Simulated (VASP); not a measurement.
Set up this calculation in VASP 6.6.1, as the native input.

| Quantity | Value |
| --- | --- |
| Task | single point |
| Functional | PBE |
| Potentials or basis | VASP PAW PBE potentials, release 64 (Hf_pv, C) |
| Cutoff | 520 eV |
| k mesh | 20 × 20 × 20 |
| Occupations | gaussian, width 0.1 eV |
| Spin | no spin polarisation |
| Dipole correction | no |
| Further INCAR settings | ALGO = Normal; EDIFF = 1e-07; NBANDS = 14 |

The structure of HfC lies in POSCAR:

```
HfC
1.0
    0.0000000000      2.3256696291      2.3256696291
    2.3256696291      0.0000000000      2.3256696291
    2.3256696291      2.3256696291      0.0000000000
Hf C
1 1
Direct
    0.0000000000      0.0000000000      0.0000000000
    0.5000000000      0.5000000000      0.5000000000
```

One way to write it, as run:

INCAR

```
SYSTEM = HfC
PREC = Accurate ; ENCUT = 520
EDIFF = 1E-7 ; ISMEAR = 0
SIGMA = 0.1 ; LREAL = .FALSE.
LASPH = .TRUE. ; NELM = 60
ALGO = Normal ; ISIF = 2
LWAVE = .FALSE. ; LCHARG = .FALSE.
GGA = PE ; NBANDS = 14
```

KPOINTS

```
Automatic mesh
0
G
  20 20 20
  0 0 0
```

Potentials or basis: VASP PAW PBE potentials, release 64 (Hf_pv, C).

The run is started by

```bash
$ cat potpaw_PBE.64/Hf_pv/POTCAR potpaw_PBE.64/C/POTCAR > POTCAR
$ mpirun -np 1 vasp_std > vasp.out
```

Results of the run:

* Pressure: -0.7 GPa
* Band gap on the k mesh: zero (band 7 reaches 6.95 eV, above the bottom of band 8 at 5.52 eV)

Caveat: spin-orbit coupling is left out, which moves the levels of the heavy elements.

Run time: 23 s on 1 thread of Intel(R) Xeon(R) 6975P-C (Granite Rapids), on a shared host, peak memory 0.21 GiB.
